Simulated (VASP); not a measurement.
AlH, 4 atoms in the cell. It takes space group Cmcm (No. 63, orthorhombic). Conventional cell: a = 2.794 Å, b = 10.673 Å, c = 2.735 Å, α = 90.00°, β = 90.00°, γ = 90.00°. Al (site symmetry m2m) has 7 H at 2.07 to 2.87 Å and 8 Al at 2.74 to 2.91 Å within 3.0 Å. H (site symmetry m2m) has 7 Al at 2.07 to 2.87 Å and 6 H at 2.28 to 2.79 Å within 2.9 Å. 

| Item | Value |
| --- | --- |
| Program | VASP 6.6.1 |
| Task | relaxation of cell and atoms |
| Functional | PBE |
| Potentials or basis | VASP PAW PBE potentials, release 64 (Al, H) |
| Cutoff | 600 eV |
| k mesh | 18 × 18 × 18 |
| Occupations | gaussian, width 0.1 eV |
| Spin | no spin polarisation |
| Dipole correction | no |
| Further INCAR settings | ALGO = Normal; EDIFF = 1e-07; IBRION = 2; EDIFFG = -0.01; NSW = 100; ISIF = 3 |

Potentials or basis: VASP PAW PBE potentials, release 64 (Al, H).

The run is started by

```console
$ cat potpaw_PBE.64/Al/POTCAR potpaw_PBE.64/H/POTCAR > POTCAR
$ mpirun -np 1 vasp_std > vasp.out
```

Hardware: 1 thread of Intel Xeon 8259CL (shared host).

Q: How long does it take, and how much memory?

A: Wall time 36 min on 1 thread of Intel Xeon 8259CL (shared host), peak memory 0.5 GiB. Counts: scf iterations 32, k points 910, ion steps 5.
